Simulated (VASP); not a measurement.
# SiC (P-6m2) in VASP: notebook

The runs below take SiC through single point, with PBE.

Program: VASP 6.6.1. These are calculated values, not measurements. Logs are shortened: lines on timing, memory, paths and dates and some standing lists are left out, and cuts for length are marked.

**1. The cell of the first run**

Symmetry: P-6m2, No. 187, hexagonal system. The conventional cell has a = 3.095 Å, b = 3.095 Å, c = 5.684 Å, α = 90.00°, β = 90.00°, γ = 120.00°. Within 2.4 Å of Si (site symmetry -6m2) lie 3 C at 1.79 Å. C (site symmetry -6m2) has 3 Si at 1.79 Å within 2.4 Å.

**2. Single point, PBE**

Input file INCAR:

```
SYSTEM = SiC
PREC     = Accurate       ! precision mode
ENCUT    = 520            ! plane-wave cutoff, eV
EDIFF    = 1E-6           ! SCF threshold, eV
ISMEAR   = 0              ! smearing method
SIGMA    = 0.1            ! smearing width, eV
LREAL    = .FALSE.        ! projectors in reciprocal space
LASPH    = .TRUE.         ! aspherical terms in the spheres
NELM     = 100            ! most SCF steps
ALGO     = Normal         ! electronic algorithm
ISIF     = 2              ! what is computed and relaxed
LWAVE    = .FALSE.        ! write WAVECAR
LCHARG   = .TRUE.         ! write CHGCAR
GGA      = PE             ! functional
LELF     = .TRUE.         ! ELF
LVHAR    = .TRUE.       
NBANDS   = 11             ! bands
```

Input file KPOINTS:

```
regular mesh
0
G
  6 6 4
  0 0 0
```

Input file POSCAR:

```
SiC
1.0
    3.0950049463      0.0000000000      0.0000000000
   -1.5475024732      2.6803529083      0.0000000000
    0.0000000000      0.0000000000      5.6843388287
Si C
1 1
Direct
    0.6666666667      0.3333333333      0.0000000000
    0.3333333333      0.6666666667      0.0000000000
```

Potentials or basis: VASP PAW PBE potentials, release 64 (Si, C).

On the command line:

```bash
$ cat potpaw_PBE.64/Si/POTCAR potpaw_PBE.64/C/POTCAR > POTCAR
$ mpirun -np 1 vasp_std > vasp.out
```

OUTCAR:

```text
SYSTEM = SiC
   PREC = Accurate
   ENCUT = 520
   EDIFF = 1E-6
   ISMEAR = 0
   LREAL = .FALSE.
   LASPH = .TRUE.
   NELM = 100
   ISIF = 2
   GGA = PE

 ion  position               nearest neighbor table
   1  0.667  0.333  0.000-   2 1.79   2 1.79   2 1.79
   2  0.333  0.667  0.000-   1 1.79   1 1.79   1 1.79

  LATTYP: Found a hexagonal cell.
 ALAT       =     3.0950049463
 C/A-ratio  =     1.8366170418

  Lattice vectors:

 A1 = (   3.0950049463,   0.0000000000,   0.0000000000)
 A2 = (  -1.5475024732,   2.6803529083,   0.0000000000)
 A3 = (   0.0000000000,   0.0000000000,   5.6843388287)

Analysis of symmetry for initial positions (statically):
=====================================================================
 Subroutine PRICEL returns:
 Original cell was already a primitive cell.

 Routine SETGRP: Setting up the symmetry group for a
 hexagonal supercell.

 Subroutine GETGRP returns: Found 12 space group operations
 (whereof 12 operations were pure point group operations)
 out of a pool of 24 trial point group operations.

The static configuration has the point symmetry D_3h.

Analysis of symmetry for dynamics (positions and initial velocities):
=====================================================================
 Subroutine PRICEL returns:
 Original cell was already a primitive cell.

 Routine SETGRP: Setting up the symmetry group for a
 hexagonal supercell.

 Subroutine GETGRP returns: Found 12 space group operations
 (whereof 12 operations were pure point group operations)
 out of a pool of 24 trial point group operations.

The dynamic configuration has the point symmetry D_3h.

 Subroutine INISYM returns: Found 12 space group operations
 (whereof 12 operations are pure point group operations),
 and found     1 'primitive' translations

----------------------------------------------------------------------------------------

                                     Primitive cell

  volume of cell :      47.1556

  direct lattice vectors                    reciprocal lattice vectors
     3.095004946  0.000000000  0.000000000     0.323101261  0.186542600  0.000000000
    -1.547502473  2.680352908  0.000000000     0.000000000  0.373085200  0.000000000
     0.000000000  0.000000000  5.684338829     0.000000000  0.000000000  0.175921955

  length of vectors
     3.095004946  3.095004946  5.684338829     0.373085200  0.373085200  0.175921955

  position of ions in fractional coordinates (direct lattice)
     0.666666667  0.333333333  0.000000000
     0.333333333  0.666666667  0.000000000

  ion indices of the primitive-cell ions
   primitive index   ion index
                 1           1
                 2           2

----------------------------------------------------------------------------------------

 KPOINTS: regular mesh

Automatic generation of k-mesh.
 Grid dimensions read from file:
 generate k-points for:    6    6    4

 Generating k-lattice:

  Cartesian coordinates                     Fractional coordinates (reciprocal lattice)
     0.053850210  0.031090433  0.000000000     0.166666667  0.000000000  0.000000000
     0.000000000  0.062180867  0.000000000     0.000000000  0.166666667  0.000000000
     0.000000000  0.000000000  0.043980489     0.000000000  0.000000000  0.250000000

  Length of vectors
     0.062180867  0.062180867  0.043980489

  Shift w.r.t. Gamma in fractional coordinates (k-lattice)
     0.000000000  0.000000000  0.000000000

 Subroutine IBZKPT returns following result:
 ===========================================

 Found     21 irreducible k-points:

 Following reciprocal coordinates:
            Coordinates               Weight
  0.000000  0.000000  0.000000      1.000000
  0.166667 -0.000000  0.000000      6.000000
  0.333333 -0.000000  0.000000      6.000000
  0.500000 -0.000000  0.000000      3.000000
  0.166667  0.166667  0.000000      6.000000
  0.333333  0.166667  0.000000     12.000000
[... 13 lines left out ...]
  0.333333  0.166667  0.500000     12.000000
  0.333333  0.333333  0.500000      2.000000
   k-points           NKPTS =     21   k-points in BZ     NKDIM =     21   number of bands    NBANDS=     11
   number of dos      NEDOS =    301   number of ions     NIONS =      2
   total plane-waves  NPLWV =  24192
   dimension x,y,z NGX =    24 NGY =   24 NGZ =   42
   dimension x,y,z NGXF=    48 NGYF=   48 NGZF=   84
   ions per type =               1   1
   NGX,Y,Z   is equivalent  to a cutoff of  12.89, 12.89, 12.28 a.u.
   NGXF,Y,Z  is equivalent  to a cutoff of  25.78, 25.78, 24.57 a.u.
 SYSTEM =  SiC
   PREC   = accura    normal or accurate (medium, high low for compatibility)
   ISTART =      0    job   : 0-new  1-cont  2-samecut
   ICHARG =      2    charge: 1-file 2-atom 10-const
   ISPIN  =      1    spin polarized calculation?
   LNONCOLLINEAR =      F non collinear calculations
   LSORBIT =      F    spin-orbit coupling
   LASPH  =      T    aspherical Exc in radial PAW
   ENCUT  =  520.0 eV  38.22 Ry    6.18 a.u.   5.75  5.75 10.57*2*pi/ulx,y,z
   NELM   =    100;   NELMIN=  2; NELMDL= -5     # of ELM steps
   EDIFF  = 0.1E-05   stopping-criterion for ELM
   LREAL  =      F    real-space projection
   EDIFFG = 0.1E-04   stopping-criterion for IOM
   NSW    =      0    number of steps for IOM
   IBRION =     -1    ionic relax: 0-MD 1-quasi-New 2-CG
   NFREE  =      0    steps in history (QN), initial steepest desc. (CG)
   ISIF   =      2    stress and relaxation
   ISYM   =      2    0-nonsym 1-usesym 2-fastsym
   POTIM  = 0.5000    time-step for ionic-motion
   TEBEG  =    0.0;   TEEND  =   0.0 temperature during run
   PSTRESS=    0.0 pullay stress
   NELECT =       8.0000    total number of electrons
   NUPDOWN=      -1.0000    fix difference up-down
   EMIN   =  10.00;   EMAX   =-10.00  energy-range for DOS
   EFERMI =   0.00;   METHOD = LEGACY
   ISMEAR =     0;   SIGMA  =   0.10  broadening in eV -4-tet -1-fermi 0-gaus
   EFERMI_NEDOS =   21; number of points for ismear=-14 and -15
   IALGO  =     38    algorithm
   IMIX   =      4    mixing-type and parameters
     AMIX     =   0.40;   BMIX     =  1.00
     AMIX_MAG =   1.60;   BMIX_MAG =  1.00
  volume/ion in A,a.u.               =      23.58       159.11
  Fermi-wavevector in a.u.,A,eV,Ry     =   0.906276  1.712613 11.174953  0.821336
  Thomas-Fermi vector in A             =   2.029944
   LORBIT       =      0    0 simple, 1 ext, 2 COOP (PROOUT), +10 PAW based schemes
   GGA     = PE    functional components
   LHFCALC =     F    Hartree Fock is set to
   AEXX    =    0.0000 exact exchange contribution
   IVDW    =     0    specifies the selected vdW correction
   LEPSILON=     F    determine dielectric tensor
   LRPA    =     F    only Hartree local field effects (RPA)
 non-spin polarized calculation
 Gauss-broadening in eV      SIGMA  =   0.10
  energy-cutoff  :      520.00
  volume of cell :       47.16
 maximum number of plane-waves:      1284
 NGX is ok and might be reduce to    24
   NGX = 11   NGY = 11   NGZ = 21

 number of electron       8.0000001 magnetization

 Free energy of the ion-electron system (eV)
  ---------------------------------------------------
  ext. energy  EPLUGINS =         0.00000000
  ---------------------------------------------------
  free energy    TOTEN  =       -14.05336463 eV

  energy without entropy =      -14.05336463  energy(sigma->0) =      -14.05336463

 E-fermi :   1.2763     XC(G=0):  -6.8505

 val. band max:        0.8068573009   @ k =   0.3333   0.3333   0.0000
 cond. band min:       3.1843663235   @ k =   0.5000  -0.0000   0.5000
 fundamental gap:      2.3775090225
 Fermi energy:         1.2762703357

 k-point     1 :       0.0000    0.0000    0.0000
  band No.  band energies     occupation
      1     -12.9118      2.00000
      2      -2.8976      2.00000
      3      -0.5526      2.00000
      4      -0.5526      2.00000
      5       3.3003      0.00000
      6       7.5207      0.00000
      7       8.2916      0.00000
      8       8.2916      0.00000
      9       9.1244      0.00000
     10      13.9522      0.00000
     11      14.3864      0.00000

 k-point     2 :       0.1667   -0.0000    0.0000
  band No.  band energies     occupation
      1     -12.4586      2.00000
      2      -2.4270      2.00000
      3      -2.2567      2.00000
      4      -1.0234      2.00000
      5       3.9354      0.00000
      6       7.0063      0.00000
      7       8.0722      0.00000
      8       9.0566      0.00000
      9       9.6557      0.00000
     10      13.1652      0.00000
     11      15.2513      0.00000

 k-point     3 :       0.3333   -0.0000    0.0000
  band No.  band energies     occupation
      1     -11.1845      2.00000
      2      -5.2186      2.00000
      3      -1.7660      2.00000
      4      -1.1084      2.00000
      5       4.7603      0.00000
      6       5.3521      0.00000
      7       6.4969      0.00000
      8      10.9360      0.00000
      9      12.3057      0.00000
     10      12.8678      0.00000
     11      13.8956      0.00000

 k-point     4 :       0.5000   -0.0000    0.0000
  band No.  band energies     occupation
      1      -9.9600      2.00000
      2      -7.1028      2.00000
      3      -2.0743      2.00000
      4       0.1214      2.00000
      5       3.4529      0.00000
      6       4.5800      0.00000
      7       8.2690      0.00000
      8       9.4280      0.00000
      9      11.9912      0.00000
     10      13.3992      0.00000
     11      13.8486      0.00000
[... 197 lines left out ...]
 k-point    19 :       0.1667    0.1667    0.5000
  band No.  band energies     occupation
      1     -11.5838      2.00000
      2      -4.0746      2.00000
      3      -2.2634      2.00000
      4      -1.6785      2.00000
      5       5.8273      0.00000
      6       6.4037      0.00000
      7       7.7637      0.00000
      8       8.5123      0.00000
      9      10.5059      0.00000
     10      11.5933      0.00000
     11      13.2623      0.00000

 k-point    20 :       0.3333    0.1667    0.5000
  band No.  band energies     occupation
      1     -10.1305      2.00000
      2      -6.3026      2.00000
      3      -3.3538      2.00000
      4      -0.1261      2.00000
      5       3.8269      0.00000
      6       6.5189      0.00000
      7       8.7309      0.00000
      8       9.3109      0.00000
      9      10.9685      0.00000
     10      12.8729      0.00000
     11      13.9605      0.00000

 k-point    21 :       0.3333    0.3333    0.5000
  band No.  band energies     occupation
      1      -9.3666      2.00000
      2      -6.4786      2.00000
      3      -4.8722      2.00000
      4       0.7499      2.00000
      5       3.2294      0.00000
      6       7.4158      0.00000
      7       8.2803      0.00000
      8       9.8114      0.00000
      9      12.1982      0.00000
     10      13.0796      0.00000
     11      13.5369      0.00000

------------------------ aborting loop because EDIFF is reached ----------------------------------------

  FORCE on cell =-STRESS in cart. coord.  units (eV):
  Direction    XX          YY          ZZ          XY          YZ          ZX
  --------------------------------------------------------------------------------------
  -------------------------------------------------------------------------------------
  Total        0.0404105      0.0404105     -0.0166368     -0.0000000     -0.0000000      0.0000000
  in kB        1.3730018      1.3730018     -0.5652601     -0.0000000     -0.0000000      0.0000000
  external PRESSURE =       0.7269145 kB  Pullay stress =       0.0000000 kB

 VOLUME and BASIS-vectors are now :
 -----------------------------------------------------------------------------
  energy-cutoff  :      520.00
  volume of cell :       47.16
      direct lattice vectors                 reciprocal lattice vectors
     3.095004946  0.000000000  0.000000000     0.323101261  0.186542600  0.000000000
    -1.547502473  2.680352908  0.000000000     0.000000000  0.373085200  0.000000000
     0.000000000  0.000000000  5.684338829     0.000000000  0.000000000  0.175921955

 POSITION                                       TOTAL-FORCE (eV/Angst)
 -----------------------------------------------------------------------------------
      1.54750      0.89345      0.00000         0.000000     -0.000000      0.000000
     -0.00000      1.78690      0.00000        -0.000000      0.000000      0.000000
 -----------------------------------------------------------------------------------
    total drift:                               -0.000000      0.000000      0.000000

  FREE ENERGIE OF THE ION-ELECTRON SYSTEM (eV)
  ---------------------------------------------------
  free  energy   TOTEN  =       -14.0533646258 eV

  energy  without entropy=      -14.0533646258  energy(sigma->0) =      -14.05336463
```

It took 9.7 s on 1 thread of AMD EPYC 7R43 (Zen 3), shared host; peak memory 0.12 GiB.

What came out:

```
Free energy            : -14.0534 eV
Pressure               : 0.1 GPa
Band gap on the k mesh : 2.38 eV, indirect (least direct gap 2.48 eV)
```

Stress tensor (GPa, compression positive):
```
 0.14  0.00  0.00
 0.00  0.14  0.00
 0.00  0.00 -0.06
```

A k mesh can miss the band edges.

**3. Single point, PBE**

This run uses another cell than the first one, of 14.01 Å³/atom, 0.594 times its volume.

Input file INCAR:

```
  PREC = Accurate
  ENCUT = 520
  EDIFF = 1E-6
  ISMEAR = 0
  SIGMA = 0.1
  LREAL = False
  LASPH = True
  NELM = 80
  ALGO = Normal
  ISIF = 2
  LWAVE = False
  LCHARG = True
  GGA = PE
  LELF = True
  LVHAR = True
  NBANDS = 11
```

Input file KPOINTS:

```
Automatic mesh
0
Gamma
  12 12 2
```

Input file POSCAR:

```
SiC
1.0
    1.5862834500      0.0000000000      0.0000000000
   -0.7931417200      1.3737617600      0.0000000000
    0.0000000000      0.0000000000     12.8535547300
Si C
1 1
Direct
    0.6666666700      0.3333333300      0.0000000000
    0.3333333300      0.6666666700      0.0000000000
```

Potentials or basis: VASP PAW PBE potentials, release 64 (Si, C).

On the command line:

```bash
$ cat potpaw_PBE.64/Si/POTCAR potpaw_PBE.64/C/POTCAR > POTCAR
$ mpirun -np 1 vasp_std > vasp.out
```

It took 18 s on 1 thread of AMD EPYC 7R43 (Zen 3), shared host; peak memory 0.1 GiB.

The run converged, but its numbers aren't listed here, since they failed a check.

Caveat: the k points lie up to 0.38 Å⁻¹ apart.

(Part 1 of 2 ends here.)
